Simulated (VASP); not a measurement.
# LiF (a cell with a defect) in VASP: notebook, part 2 of 2

VASP 6.6.1. The steps go on from the part before.

**3. Single point, r2SCAN**

Input file POSCAR:

```
LiF
1.0
    8.0151850000      0.0000000000      0.0000000000
    0.0000000000      8.0151850000      0.0000000000
    0.0000000000      0.0000000000      8.0151850000
F Li
31 31
Direct
    0.2492190000      0.0059830000      0.0060420000
    0.2482240000      0.0069710000      0.4934800000
    0.2482180000      0.4934280000      0.0069980000
    0.2388670000      0.4941530000      0.4942230000
    0.7510820000      0.0015490000      0.0016260000
    0.7526000000      0.0025650000      0.4985660000
    0.7526000000      0.4985120000      0.0026410000
    0.7652890000      0.4988860000      0.4989470000
    0.0063380000      0.2488770000      0.0060590000
    0.0073050000      0.2478680000      0.4934970000
    0.0019110000      0.7507280000      0.0016340000
    0.0029290000      0.7522530000      0.4985650000
    0.4937860000      0.2478590000      0.0069780000
    0.4945340000      0.2385140000      0.4942290000
    0.4988570000      0.7522420000      0.0026370000
    0.4992350000      0.7649310000      0.4989370000
    0.0063270000      0.0059890000      0.2489410000
    0.0019110000      0.0015560000      0.7507900000
    0.0073220000      0.4934150000      0.2479350000
    0.0029220000      0.4985150000      0.7523170000
    0.4937600000      0.0069580000      0.2479210000
    0.4988630000      0.0025590000      0.7523060000
    0.4944820000      0.4941160000      0.2385700000
    0.4992420000      0.4988930000      0.7649860000
    0.2503820000      0.2500270000      0.7489850000
    0.2503790000      0.7489060000      0.2500850000
    0.2507350000      0.7498340000      0.7498900000
    0.7492580000      0.2500230000      0.2500820000
    0.7501950000      0.2503860000      0.7498990000
    0.7501710000      0.7498170000      0.2504490000
    0.7503860000      0.7500270000      0.7500920000
    0.0004080000      0.0000570000      0.0001190000
    0.0005080000      0.0001660000      0.4994440000
    0.0005050000      0.4993860000      0.0002330000
    0.0013340000      0.4995720000      0.4996500000
    0.4997330000      0.0001510000      0.0002060000
    0.4999390000      0.0009790000      0.4996610000
    0.4999330000      0.4995820000      0.0010340000
    0.2519410000      0.2515910000      0.9758110000
    0.2576620000      0.2572770000      0.5213260000
    0.2520910000      0.7468470000      0.9968160000
    0.2584120000      0.7409300000      0.5030540000
    0.7472320000      0.2517500000      0.9968240000
    0.7412780000      0.2580620000      0.5030630000
    0.7482790000      0.7479130000      0.9987970000
    0.7426790000      0.7423300000      0.5015350000
    0.2519180000      0.9757260000      0.2516670000
    0.2520970000      0.9967560000      0.7468980000
    0.2576060000      0.5212430000      0.2573200000
    0.2584020000      0.5029950000      0.7410410000
    0.7472290000      0.9967420000      0.2518210000
    0.7482810000      0.9987300000      0.7479740000
    0.7412420000      0.5029760000      0.2581280000
    0.7426950000      0.5014730000      0.7424110000
    0.9760830000      0.2516080000      0.2516920000
    0.9971220000      0.2517530000      0.7468870000
    0.9970990000      0.7468010000      0.2518220000
    0.9990840000      0.7479110000      0.7479620000
    0.5216020000      0.2571980000      0.2572990000
    0.5033570000      0.2580390000      0.7410680000
    0.5033250000      0.7409720000      0.2580930000
    0.5018280000      0.7423410000      0.7424000000
```

Input file INCAR.step1:

```
  PREC = Accurate
  ENCUT = 520
  ISMEAR = -1
  SIGMA = 0.05
  LREAL = Auto
  LASPH = T
  NELM = 80
  ISYM = 0
  NBANDS = 192
  GGA = PE
  ALGO = Normal
  EDIFF = 1E-4
  LWAVE = T
  LCHARG = F
```

Input file INCAR.step2:

```
  PREC = Accurate
  ENCUT = 520
  EDIFF = 1E-6
  ISMEAR = -1
  SIGMA = 0.05
  LREAL = Auto
  LASPH = T
  NELM = 80
  ALGO = Normal
  ISIF = 2
  LWAVE = F
  LCHARG = T
  METAGGA = R2SCAN
  LMIXTAU = T
  LELF = T
  LVHAR = T
  ISYM = 0
  NBANDS = 192
  ISTART = 1
```

Input file KPOINTS:

```
Automatic mesh
0
Gamma
  1 1 1
  0.25 0.25 0.25
```

Potentials or basis: VASP PAW PBE potentials, release 64 (F, Li_sv).

Started as:

```
$ cat potpaw_PBE.64/F/POTCAR potpaw_PBE.64/Li_sv/POTCAR > POTCAR
$ cp INCAR.step1 INCAR
$ mpirun -np 1 vasp_std > vasp.out
$ cp INCAR.step2 INCAR
$ mpirun -np 1 vasp_std > vasp.out
```

OUTCAR:

```text
PREC = Accurate
   ENCUT = 520
   EDIFF = 1E-6
   ISMEAR = -1
   LREAL = Auto
   LASPH = T
   NELM = 80
   ISIF = 2
   METAGGA = R2SCAN
   ISYM = 0
   ISTART = 1

 ion  position               nearest neighbor table
   1  0.249  0.006  0.006-  39 1.98  47 1.98  32 2.00  36 2.01  41 2.08  48 2.08
   2  0.248  0.007  0.493-  47 1.95  33 1.99  37 2.02  40 2.02  48 2.03  42 2.14
   3  0.248  0.493  0.007-  39 1.95  34 1.99  38 2.02  49 2.02  41 2.03  50 2.13
   4  0.239  0.494  0.494-  35 1.90  40 1.92  49 1.92  42 1.99  50 1.99
   5  0.751  0.002  0.002-  32 2.00  51 2.01  43 2.01  36 2.01  45 2.03  52 2.03
   6  0.753  0.003  0.499-  51 1.98  33 1.99  52 2.00  37 2.03  44 2.05  46 2.09
   7  0.753  0.499  0.003-  43 1.98  34 1.99  45 2.00  38 2.03  53 2.05  54 2.09
   8  0.765  0.499  0.499-  35 1.89  53 1.94  44 1.94  46 1.96  54 1.96
   9  0.006  0.249  0.006-  39 1.98  55 1.98  32 2.00  34 2.01  43 2.08  56 2.08
  10  0.007  0.248  0.493-  55 1.95  33 1.99  35 2.02  40 2.02  56 2.03  44 2.14
  11  0.002  0.751  0.002-  32 2.00  41 2.01  57 2.01  34 2.01  45 2.03  58 2.03
  12  0.003  0.752  0.499-  57 1.98  33 1.99  58 2.00  35 2.03  42 2.05  46 2.09
  13  0.494  0.248  0.007-  39 1.95  36 1.99  38 2.02  59 2.02  43 2.03  60 2.13
  14  0.495  0.239  0.494-  37 1.90  40 1.92  59 1.92  44 1.99  60 1.99
  15  0.499  0.752  0.003-  41 1.98  36 1.99  45 2.00  38 2.03  61 2.05  62 2.09
  16  0.499  0.765  0.499-  37 1.89  42 1.94  61 1.94  46 1.96  62 1.96
  17  0.006  0.006  0.249-  47 1.98  55 1.98  32 2.00  33 2.01  51 2.08  57 2.08
[... 31 lines left out ...]
  49  0.258  0.521  0.257-  26 1.83  23 1.92   4 1.92  19 2.02   3 2.02
  50  0.258  0.503  0.741-  24 1.94  27 1.98   4 1.99  25 2.03  20 2.05   3 2.13
  51  0.747  0.997  0.252-   6 1.98  30 1.98   5 2.01  28 2.03  21 2.03  17 2.08
  52  0.748  0.999  0.748-  31 1.99   6 2.00  22 2.00  29 2.02  18 2.03   5 2.03
  53  0.741  0.503  0.258-   8 1.94  30 1.98  23 1.99  28 2.03   7 2.05  19 2.14
  54  0.743  0.501  0.742-  24 1.96   8 1.96  31 1.99  29 2.01  20 2.09   7 2.09
  55  0.976  0.252  0.252-  28 1.82  10 1.95  19 1.95  17 1.98   9 1.98
  56  0.997  0.252  0.747-  20 1.98  29 1.98  18 2.01  25 2.03  10 2.03   9 2.08
  57  0.997  0.747  0.252-  12 1.98  30 1.98  11 2.01  26 2.03  19 2.03  17 2.08
  58  0.999  0.748  0.748-  31 1.99  20 2.00  12 2.00  27 2.02  18 2.03  11 2.03
  59  0.522  0.257  0.257-  28 1.83  23 1.92  14 1.92  21 2.02  13 2.02
  60  0.503  0.258  0.741-  24 1.94  29 1.98  14 1.99  25 2.03  22 2.05  13 2.13
  61  0.503  0.741  0.258-  16 1.94  30 1.98  23 1.99  26 2.03  15 2.05  21 2.13
  62  0.502  0.742  0.742-  24 1.96  16 1.96  31 1.99  27 2.01  22 2.09  15 2.09

IMPORTANT INFORMATION: All symmetrisations will be switched off!
NOSYMM: (Re-)initialisation of all symmetry stuff for point group C_1.

----------------------------------------------------------------------------------------

                                     Primitive cell

  volume of cell :     514.9211

  direct lattice vectors                    reciprocal lattice vectors
     8.015185000  0.000000000  0.000000000     0.124763184  0.000000000  0.000000000
     0.000000000  8.015185000  0.000000000     0.000000000  0.124763184  0.000000000
     0.000000000  0.000000000  8.015185000     0.000000000  0.000000000  0.124763184

  length of vectors
     8.015185000  8.015185000  8.015185000     0.124763184  0.124763184  0.124763184

  position of ions in fractional coordinates (direct lattice)
     0.249219000  0.005983000  0.006042000
     0.248224000  0.006971000  0.493480000
     0.248218000  0.493428000  0.006998000
     0.238867000  0.494153000  0.494223000
     0.751082000  0.001549000  0.001626000
     0.752600000  0.002565000  0.498566000
[... 54 lines left out ...]
     0.503325000  0.740972000  0.258093000
     0.501828000  0.742341000  0.742400000

  ion indices of the primitive-cell ions
   primitive index   ion index
                 1           1
                 2           2
[... 98 lines left out ...]
   ions per type =              31  31
   NGX,Y,Z   is equivalent  to a cutoff of  12.44, 12.44, 12.44 a.u.
   NGXF,Y,Z  is equivalent  to a cutoff of  24.89, 24.89, 24.89 a.u.
 SYSTEM =  unknown system
   PREC   = accura    normal or accurate (medium, high low for compatibility)
   ISTART =      1    job   : 0-new  1-cont  2-samecut
   ICHARG =      0    charge: 1-file 2-atom 10-const
   ISPIN  =      1    spin polarized calculation?
   LNONCOLLINEAR =      F non collinear calculations
   LSORBIT =      F    spin-orbit coupling
   LASPH  =      T    aspherical Exc in radial PAW
   ENCUT  =  520.0 eV  38.22 Ry    6.18 a.u.  14.90 14.90 14.90*2*pi/ulx,y,z
   NELM   =     80;   NELMIN=  2; NELMDL=  0     # of ELM steps
   EDIFF  = 0.1E-05   stopping-criterion for ELM
   LREAL  =      T    real-space projection
   EDIFFG = 0.1E-04   stopping-criterion for IOM
   NSW    =      0    number of steps for IOM
   IBRION =     -1    ionic relax: 0-MD 1-quasi-New 2-CG
   NFREE  =      0    steps in history (QN), initial steepest desc. (CG)
   ISIF   =      2    stress and relaxation
   ISYM   =      0    0-nonsym 1-usesym 2-fastsym
   POTIM  = 0.5000    time-step for ionic-motion
   TEBEG  =    0.0;   TEEND  =   0.0 temperature during run
   PSTRESS=    0.0 pullay stress
   NELECT =     310.0000    total number of electrons
   NUPDOWN=      -1.0000    fix difference up-down
   EMIN   =  10.00;   EMAX   =-10.00  energy-range for DOS
   EFERMI =   0.00;   METHOD = LEGACY
   ISMEAR =    -1;   SIGMA  =   0.05  broadening in eV -4-tet -1-fermi 0-gaus
   EFERMI_NEDOS =   21; number of points for ismear=-14 and -15
   IALGO  =     38    algorithm
   IMIX   =      4    mixing-type and parameters
     AMIX     =   0.40;   BMIX     =  1.00
     AMIX_MAG =   1.60;   BMIX_MAG =  1.00
  volume/ion in A,a.u.               =       8.31        56.05
  Fermi-wavevector in a.u.,A,eV,Ry     =   1.382341  2.612246 25.998918  1.910867
  Thomas-Fermi vector in A             =   2.507041
   LORBIT       =      0    0 simple, 1 ext, 2 COOP (PROOUT), +10 PAW based schemes
   METAGGA = R2SCAN    functional components
   LHFCALC =     F    Hartree Fock is set to
   AEXX    =    0.0000 exact exchange contribution
   IVDW    =     0    specifies the selected vdW correction
   LEPSILON=     F    determine dielectric tensor
   LRPA    =     F    only Hartree local field effects (RPA)
 non-spin polarized calculation
  energy-cutoff  :      520.00
  volume of cell :      514.92
 maximum number of plane-waves:     13823
   NGX = 29   NGY = 29   NGZ = 29

 number of electron     309.9999717 magnetization

 Free energy of the ion-electron system (eV)
  ---------------------------------------------------
  ext. energy  EPLUGINS =         0.00000000
  ---------------------------------------------------
  free energy    TOTEN  =      -367.03365264 eV

  energy without entropy =     -367.03365264  energy(sigma->0) =     -367.03365264

 E-fermi :  -0.3042     XC(G=0): -10.4074

 val. band max:       -1.5917299343   @ k =  -0.2500   0.2500   0.2500
 cond. band min:       6.0910417955   @ k =   0.2500   0.2500   0.2500
 fundamental gap:      7.6827717297
 Fermi energy:        -0.3041862374

 k-point     1 :       0.2500    0.2500    0.2500
  band No.  band energies     occupation
      1     -44.0150      2.00000
      2     -44.0093      2.00000
      3     -44.0083      2.00000
      4     -43.9092      2.00000
      5     -43.9040      2.00000
      6     -43.9035      2.00000
[... 669 lines left out ...]
    166      10.9403      0.00000
    167      11.2344      0.00000
 [bands above 167 left out]

------------------------ aborting loop because EDIFF is reached ----------------------------------------

  FORCE on cell =-STRESS in cart. coord.  units (eV):
  Direction    XX          YY          ZZ          XY          YZ          ZX
  --------------------------------------------------------------------------------------
  -------------------------------------------------------------------------------------
  Total       -4.1006345     -4.1824988     -4.1651587      0.2025799      0.2227902      0.1952795
  in kB      -12.7591279    -13.0138487    -12.9598950      0.6303275      0.6932119      0.6076123
  external PRESSURE =     -12.9109572 kB  Pullay stress =       0.0000000 kB

 VOLUME and BASIS-vectors are now :
 -----------------------------------------------------------------------------
  energy-cutoff  :      520.00
  volume of cell :      514.92
      direct lattice vectors                 reciprocal lattice vectors
     8.015185000  0.000000000  0.000000000     0.124763184  0.000000000  0.000000000
     0.000000000  8.015185000  0.000000000     0.000000000  0.124763184  0.000000000
     0.000000000  0.000000000  8.015185000     0.000000000  0.000000000  0.124763184

 POSITION                                       TOTAL-FORCE (eV/Angst)
 -----------------------------------------------------------------------------------
      1.99754      0.04795      0.04843         0.005217     -0.026408     -0.024579
      1.98956      0.05587      3.95533         0.005550     -0.022111      0.011495
      1.98951      3.95492      0.05609         0.005708      0.010178     -0.020680
      1.91456      3.96073      3.96129        -0.003770      0.016959      0.018967
      6.02006      0.01242      0.01303        -0.007739     -0.009199     -0.009991
      6.03223      0.02056      3.99610        -0.016150     -0.009233     -0.000873
[... 54 lines left out ...]
      4.03424      5.93903      2.06866        -0.008662     -0.001547      0.028220
      4.02224      5.95000      5.95047         0.008426     -0.006115     -0.007101
 -----------------------------------------------------------------------------------
    total drift:                                0.071795      0.435164      0.351575

  FREE ENERGIE OF THE ION-ELECTRON SYSTEM (eV)
  ---------------------------------------------------
  free  energy   TOTEN  =      -367.0336526418 eV

  energy  without entropy=     -367.0336526417  energy(sigma->0) =     -367.03365264
```

Wall time 53 min (1 thread of Intel Xeon Platinum 8375C at 2.90GHz (Ice Lake), shared host); peak memory 0.66 GiB.

What came out:

* Free energy: -367.0337 eV
* Largest force: 0.097 eV/Å
* Band gap on the k mesh: 7.68 eV

Forces in eV/Å, atoms in the order of the input:
```
F    0.005 -0.026 -0.025
F    0.006 -0.022  0.011
F    0.006  0.010 -0.021
F   -0.004  0.017  0.019
F   -0.008 -0.009 -0.010
F   -0.016 -0.009 -0.001
F   -0.015 -0.003 -0.008
F   -0.002 -0.002 -0.002
F   -0.022  0.001 -0.026
F   -0.017  0.001  0.011
F   -0.006 -0.009 -0.009
F   -0.005 -0.019 -0.002
F    0.017  0.001 -0.021
F    0.022 -0.011  0.017
F    0.000 -0.018 -0.010
F    0.001 -0.012 -0.002
F   -0.021 -0.027  0.001
F   -0.007 -0.010 -0.008
F   -0.018  0.009  0.002
F   -0.005 -0.004 -0.018
F    0.017 -0.022  0.003
F   -0.001 -0.011 -0.018
F    0.024  0.016 -0.009
F    0.001 -0.003 -0.009
F    0.002 -0.007 -0.019
F    0.001 -0.020 -0.005
F    0.006 -0.004 -0.002
F   -0.009 -0.008 -0.005
F    0.003 -0.003 -0.002
F    0.003 -0.004 -0.001
F   -0.001 -0.009 -0.007
Li  -0.038 -0.015 -0.021
Li  -0.054 -0.035  0.029
Li  -0.053  0.029 -0.040
Li   0.002  0.012  0.009
Li   0.012 -0.030 -0.034
Li   0.004 -0.029  0.007
Li   0.004  0.009 -0.023
Li  -0.060 -0.050  0.026
Li   0.056  0.069 -0.020
Li  -0.050  0.037  0.064
Li   0.020 -0.003 -0.021
Li   0.034 -0.024  0.056
Li  -0.009  0.034 -0.016
Li   0.030  0.035  0.017
Li  -0.005  0.005 -0.006
Li  -0.056  0.024 -0.052
Li  -0.050  0.065  0.038
Li   0.060 -0.022  0.070
Li   0.020 -0.020 -0.006
Li   0.035  0.061 -0.028
Li   0.029  0.017  0.034
Li  -0.008 -0.017  0.032
Li  -0.003 -0.009  0.006
Li   0.038 -0.061 -0.065
Li   0.048 -0.023  0.030
Li   0.050  0.030 -0.029
Li   0.010  0.042  0.042
Li  -0.016  0.062  0.063
Li  -0.008  0.030 -0.006
Li  -0.009 -0.002  0.028
Li   0.008 -0.006 -0.007
```

Caveat: the cutoff is under 1.25 times the usual one of these potentials, so pressure, stress and relaxed cells hold a basis-set (Pulay) error; the PAW data sets were made with another functional, which shifts forces and pressure a little.
